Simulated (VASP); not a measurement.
A run of VASP 6.6.1 is set up as follows.

File INCAR:

```
SYSTEM = As
ALGO = Normal ; EDIFF = 1E-6
ENCUT = 520 ; GGA = PE
ISIF = 2 ; ISMEAR = -1
LASPH = .TRUE. ; LCHARG = .TRUE.
LELF = .TRUE. ; LREAL = .FALSE.
LVHAR = .TRUE. ; LWAVE = .FALSE.
NBANDS = 12 ; NELM = 80
PREC = Accurate ; SIGMA = 0.1
```

KPOINTS

```
k-points
0
G
  3 3 3
  0 0 0
```

POSCAR

```
As
1.0
    1.9036109523      1.0990502958      3.6081612956
   -1.9036109523      1.0990502958      3.6081612956
    0.0000000000     -2.1981005915      3.6081612956
As
2
Direct
    0.7737100447      0.7737100447      0.7737100447
    0.2262899553      0.2262899553      0.2262899553
```

Potentials or basis: VASP PAW PBE potentials, release 64 (As).

Launch:

```console
$ cat potpaw_PBE.64/As/POTCAR > POTCAR
$ mpirun -np 1 vasp_std > vasp.out
```

Predict the largest force.

0.235 eV/Å.

Estimate the band gap on the k mesh.

1.30 eV (least direct gap 1.68 eV).

Predict the pressure.

0.5 GPa.

Stress tensor (GPa, compression positive):
```
 2.64  0.00  0.00
 0.00  2.64  0.00
 0.00  0.00 -3.78
```

Caveat: the k points lie up to 0.66 Å⁻¹ apart; an odd mesh through Γ misses points on the zone boundary, where band edges can lie.
